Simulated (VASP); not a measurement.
# NaB (Fm-3m) in VASP: single point with LDA

Aim: the single point of NaB with LDA.

All numbers are computed with VASP 6.6.1; they aren't measurements. Logs are shortened: lines on timing, memory, paths and dates and some standing lists are left out, and cuts for length are marked.

## 1. The cell of the first run

The structure is cubic, space group Fm-3m (No. 225). Conventional cell: a = 5.368 Å, b = 5.368 Å, c = 5.368 Å, α = 90.00°, β = 90.00°, γ = 90.00°. Within 3.5 Å of Na (site symmetry m-3m) lie 6 B at 2.68 Å. Within 3.5 Å of B (site symmetry m-3m) lie 6 Na at 2.68 Å.

## 2. Single point, LDA

The input, INCAR:

```
SYSTEM = NaB
PREC = Accurate
ENCUT = 500
EDIFF = 1E-6
ISMEAR = 0
SIGMA = 0.1
LREAL = .False.
LASPH = .True.
NELM = 120
ALGO = Normal
ISIF = 2
LWAVE = .False.
LCHARG = .True.
GGA = CA
LELF = .True.
LVHAR = .True.
NBANDS = 12
GGA_COMPAT = .False.
```

The input, KPOINTS:

```
regular mesh
0
Gamma
  6 6 6
  0 0 0
```

The input, POSCAR:

```
NaB
1.0
    0.0000000000      2.6838690000      2.6838690000
    2.6838690000      0.0000000000      2.6838690000
    2.6838690000      2.6838690000      0.0000000000
Na B
1 1
Direct
    0.0000000000      0.0000000000      0.0000000000
    0.5000000000      0.5000000000      0.5000000000
```

Potentials or basis: VASP PAW LDA potentials, release 64 (Na_pv, B).

The run is started by

```
$ cat potpaw_LDA.64/Na_pv/POTCAR potpaw_LDA.64/B/POTCAR > POTCAR
$ mpirun -np 1 vasp_std > vasp.out
```

OUTCAR:

```text
SYSTEM = NaB
   PREC = Accurate
   ENCUT = 500
   EDIFF = 1E-6
   ISMEAR = 0
   LREAL = .False.
   LASPH = .True.
   NELM = 120
   ISIF = 2
   GGA = CA

 ion  position               nearest neighbor table
   1  0.000  0.000  0.000-
   2  0.500  0.500  0.500-

  LATTYP: Found a face centered cubic cell.
 ALAT       =     5.3677380000

  Lattice vectors:

 A1 = (   0.0000000000,   2.6838690000,   2.6838690000)
 A2 = (   2.6838690000,   0.0000000000,   2.6838690000)
 A3 = (   2.6838690000,   2.6838690000,   0.0000000000)

Analysis of symmetry for initial positions (statically):
=====================================================================
 Subroutine PRICEL returns:
 Original cell was already a primitive cell.

 Routine SETGRP: Setting up the symmetry group for a
 face centered cubic supercell.

 Subroutine GETGRP returns: Found 48 space group operations
 (whereof 48 operations were pure point group operations)
 out of a pool of 48 trial point group operations.

The static configuration has the point symmetry O_h .

Analysis of symmetry for dynamics (positions and initial velocities):
=====================================================================
 Subroutine PRICEL returns:
 Original cell was already a primitive cell.

 Routine SETGRP: Setting up the symmetry group for a
 face centered cubic supercell.

 Subroutine GETGRP returns: Found 48 space group operations
 (whereof 48 operations were pure point group operations)
 out of a pool of 48 trial point group operations.

The dynamic configuration has the point symmetry O_h .

 Subroutine INISYM returns: Found 48 space group operations
 (whereof 48 operations are pure point group operations),
 and found     1 'primitive' translations

----------------------------------------------------------------------------------------

                                     Primitive cell

  volume of cell :      38.6646

  direct lattice vectors                    reciprocal lattice vectors
     0.000000000  2.683869000  2.683869000    -0.186298214  0.186298214  0.186298214
     2.683869000  0.000000000  2.683869000     0.186298214 -0.186298214  0.186298214
     2.683869000  2.683869000  0.000000000     0.186298214  0.186298214 -0.186298214

  length of vectors
     3.795563939  3.795563939  3.795563939     0.322677971  0.322677971  0.322677971

  position of ions in fractional coordinates (direct lattice)
     0.000000000  0.000000000  0.000000000
     0.500000000  0.500000000  0.500000000

  ion indices of the primitive-cell ions
   primitive index   ion index
                 1           1
                 2           2

----------------------------------------------------------------------------------------

 KPOINTS: regular mesh

Automatic generation of k-mesh.
 Grid dimensions read from file:
 generate k-points for:    6    6    6

 Generating k-lattice:

  Cartesian coordinates                     Fractional coordinates (reciprocal lattice)
    -0.031049702  0.031049702  0.031049702     0.166666667  0.000000000  0.000000000
     0.031049702 -0.031049702  0.031049702     0.000000000  0.166666667  0.000000000
     0.031049702  0.031049702 -0.031049702     0.000000000  0.000000000  0.166666667

  Length of vectors
     0.053779662  0.053779662  0.053779662

  Shift w.r.t. Gamma in fractional coordinates (k-lattice)
     0.000000000  0.000000000  0.000000000

 Subroutine IBZKPT returns following result:
 ===========================================

 Found     16 irreducible k-points:

 Following reciprocal coordinates:
            Coordinates               Weight
  0.000000  0.000000  0.000000      1.000000
  0.166667  0.000000  0.000000      8.000000
  0.333333  0.000000  0.000000      8.000000
  0.500000  0.000000  0.000000      4.000000
  0.166667  0.166667  0.000000      6.000000
  0.333333  0.166667  0.000000     24.000000
[... 8 lines left out ...]
 -0.333333  0.333333  0.166667     24.000000
 -0.333333  0.500000  0.166667     12.000000
   k-points           NKPTS =     16   k-points in BZ     NKDIM =     16   number of bands    NBANDS=     12
   number of dos      NEDOS =    301   number of ions     NIONS =      2
   total plane-waves  NPLWV =  21952
   dimension x,y,z NGX =    28 NGY =   28 NGZ =   28
   dimension x,y,z NGXF=    56 NGYF=   56 NGZF=   56
   ions per type =               1   1
   NGX,Y,Z   is equivalent  to a cutoff of  12.26, 12.26, 12.26 a.u.
   NGXF,Y,Z  is equivalent  to a cutoff of  24.53, 24.53, 24.53 a.u.
 SYSTEM =  NaB
   PREC   = accura    normal or accurate (medium, high low for compatibility)
   ISTART =      0    job   : 0-new  1-cont  2-samecut
   ICHARG =      2    charge: 1-file 2-atom 10-const
   ISPIN  =      1    spin polarized calculation?
   LNONCOLLINEAR =      F non collinear calculations
   LSORBIT =      F    spin-orbit coupling
   LASPH  =      T    aspherical Exc in radial PAW
   ENCUT  =  500.0 eV  36.75 Ry    6.06 a.u.   6.92  6.92  6.92*2*pi/ulx,y,z
   NELM   =    120;   NELMIN=  2; NELMDL= -5     # of ELM steps
   EDIFF  = 0.1E-05   stopping-criterion for ELM
   LREAL  =      F    real-space projection
   EDIFFG = 0.1E-04   stopping-criterion for IOM
   NSW    =      0    number of steps for IOM
   IBRION =     -1    ionic relax: 0-MD 1-quasi-New 2-CG
   NFREE  =      0    steps in history (QN), initial steepest desc. (CG)
   ISIF   =      2    stress and relaxation
   ISYM   =      2    0-nonsym 1-usesym 2-fastsym
   POTIM  = 0.5000    time-step for ionic-motion
   TEBEG  =    0.0;   TEEND  =   0.0 temperature during run
   PSTRESS=    0.0 pullay stress
   NELECT =      10.0000    total number of electrons
   NUPDOWN=      -1.0000    fix difference up-down
   EMIN   =  10.00;   EMAX   =-10.00  energy-range for DOS
   EFERMI =   0.00;   METHOD = LEGACY
   ISMEAR =     0;   SIGMA  =   0.10  broadening in eV -4-tet -1-fermi 0-gaus
   EFERMI_NEDOS =   21; number of points for ismear=-14 and -15
   IALGO  =     38    algorithm
   IMIX   =      4    mixing-type and parameters
     AMIX     =   0.40;   BMIX     =  1.00
     AMIX_MAG =   1.60;   BMIX_MAG =  1.00
  volume/ion in A,a.u.               =      19.33       130.46
  Fermi-wavevector in a.u.,A,eV,Ry     =   1.043046  1.971071 14.802394  1.087945
  Thomas-Fermi vector in A             =   2.177738
   LORBIT       =      0    0 simple, 1 ext, 2 COOP (PROOUT), +10 PAW based schemes
   GGA     = CA    functional components
   LHFCALC =     F    Hartree Fock is set to
   AEXX    =    0.0000 exact exchange contribution
   IVDW    =     0    specifies the selected vdW correction
   LEPSILON=     F    determine dielectric tensor
   LRPA    =     F    only Hartree local field effects (RPA)
 non-spin polarized calculation
 Gauss-broadening in eV      SIGMA  =   0.10
  energy-cutoff  :      500.00
  volume of cell :       38.66
 maximum number of plane-waves:      1002
   NGX = 13   NGY = 13   NGZ = 13

 number of electron      10.0000000 magnetization

 number of electron       9.9999993 magnetization

 Free energy of the ion-electron system (eV)
  ---------------------------------------------------
  ext. energy  EPLUGINS =         0.00000000
  ---------------------------------------------------
  free energy    TOTEN  =        -4.97432913 eV

  energy without entropy =       -4.96420371  energy(sigma->0) =       -4.96926642

 E-fermi :   0.6146     XC(G=0):  -8.6211

 val. band max:        0.5852497200   @ k =  -0.3333   0.3333   0.1667
 cond. band min:       0.6954411613   @ k =  -0.3333   0.5000   0.1667
 fundamental gap:      0.1101914413
 Fermi energy:         0.6146173212

 k-point     1 :       0.0000    0.0000    0.0000
  band No.  band energies     occupation
      1     -22.4478      2.00000
      2     -22.4478      2.00000
      3     -22.4478      2.00000
      4      -6.4620      2.00000
      5       2.9898      0.00000
      6       2.9898      0.00000
      7       2.9898      0.00000
      8       8.0431      0.00000
      9      10.7618      0.00000
     10      10.7618      0.00000
     11      10.7618      0.00000
     12      13.1060      0.00000

 k-point     2 :       0.1667    0.0000    0.0000
  band No.  band energies     occupation
      1     -22.4586      2.00000
      2     -22.4489      2.00000
      3     -22.4489      2.00000
      4      -6.1263      2.00000
      5       1.8690      0.00000
      6       2.8171      0.00000
      7       2.8171      0.00000
      8       8.4557      0.00000
      9       9.8515      0.00000
     10      11.1807      0.00000
     11      11.1807      0.00000
     12      13.4733      0.00000

 k-point     3 :       0.3333    0.0000    0.0000
  band No.  band energies     occupation
      1     -22.4798      2.00000
      2     -22.4511      2.00000
      3     -22.4511      2.00000
      4      -5.2304      2.00000
      5      -0.1690      2.00000
      6       2.5124      0.00000
      7       2.5124      0.00000
      8       7.9045      0.00000
      9      10.9182      0.00000
     10      11.0835      0.00000
     11      11.0835      0.00000
     12      14.1807      0.00000
[... 166 lines left out ...]
 k-point    15 :      -0.3333    0.3333    0.1667
  band No.  band energies     occupation
      1     -22.4798      2.00000
      2     -22.4686      2.00000
      3     -22.4586      2.00000
      4      -4.0704      2.00000
      5      -0.5070      2.00000
      6       0.5852      1.32209
      7       1.6436      0.00000
      8       8.9817      0.00000
      9       9.2050      0.00000
     10      10.3476      0.00000
     11      12.2086      0.00000
     12      14.8659      0.00000

 k-point    16 :      -0.3333    0.5000    0.1667
  band No.  band energies     occupation
      1     -22.4797      2.00000
      2     -22.4683      2.00000
      3     -22.4629      2.00000
      4      -3.9115      2.00000
      5      -0.4199      2.00000
      6       0.6954      0.25303
      7       1.1870      0.00000
      8       8.2818      0.00000
      9       8.4367      0.00000
     10      10.9582      0.00000
     11      12.6913      0.00000
     12      15.0987      0.00000

------------------------ aborting loop because EDIFF is reached ----------------------------------------

  FORCE on cell =-STRESS in cart. coord.  units (eV):
  Direction    XX          YY          ZZ          XY          YZ          ZX
  --------------------------------------------------------------------------------------
  -------------------------------------------------------------------------------------
  Total       -0.5482382     -0.5482382     -0.5482382      0.0000000     -0.0000000      0.0000000
  in kB      -22.7177846    -22.7177846    -22.7177846      0.0000000     -0.0000000      0.0000000
  external PRESSURE =     -22.7177846 kB  Pullay stress =       0.0000000 kB

 VOLUME and BASIS-vectors are now :
 -----------------------------------------------------------------------------
  energy-cutoff  :      500.00
  volume of cell :       38.66
      direct lattice vectors                 reciprocal lattice vectors
     0.000000000  2.683869000  2.683869000    -0.186298214  0.186298214  0.186298214
     2.683869000  0.000000000  2.683869000     0.186298214 -0.186298214  0.186298214
     2.683869000  2.683869000  0.000000000     0.186298214  0.186298214 -0.186298214

 POSITION                                       TOTAL-FORCE (eV/Angst)
 -----------------------------------------------------------------------------------
      0.00000      0.00000      0.00000        -0.000000     -0.000000     -0.000000
      2.68387      2.68387      2.68387         0.000000      0.000000      0.000000
 -----------------------------------------------------------------------------------
    total drift:                               -0.000000      0.000000      0.000000

  FREE ENERGIE OF THE ION-ELECTRON SYSTEM (eV)
  ---------------------------------------------------
  free  energy   TOTEN  =        -4.9743291329 eV

  energy  without entropy=       -4.9642037137  energy(sigma->0) =       -4.96926642
```

Run time: 7.7 s. Hardware: 1 thread of Intel Xeon 8259CL, shared host; peak memory 0.13 GiB.

What came out:

```
Free energy            : -4.9743 eV
Pressure               : -2.3 GPa
Band gap on the k mesh : zero (bands 5 and 6 overlap by 3.01 eV)
```

Levels at points of the mesh, in eV from the Fermi level:
| k point | band 3 | band 4 | band 5 | band 6 | band 7 | band 8 |
| --- | --- | --- | --- | --- | --- | --- |
| (0.00, 0.00, 0.00) | -23.06 | -7.08 | 2.38 | 2.38 | 2.38 | 7.43 |
| (0.50, 0.00, 0.00) | -23.07 | -5.12 | -1.97 | 1.76 | 1.76 | 7.02 |
| (0.50, 0.50, 0.00) | -23.08 | -4.61 | -1.45 | 0.98 | 0.98 | 6.01 |
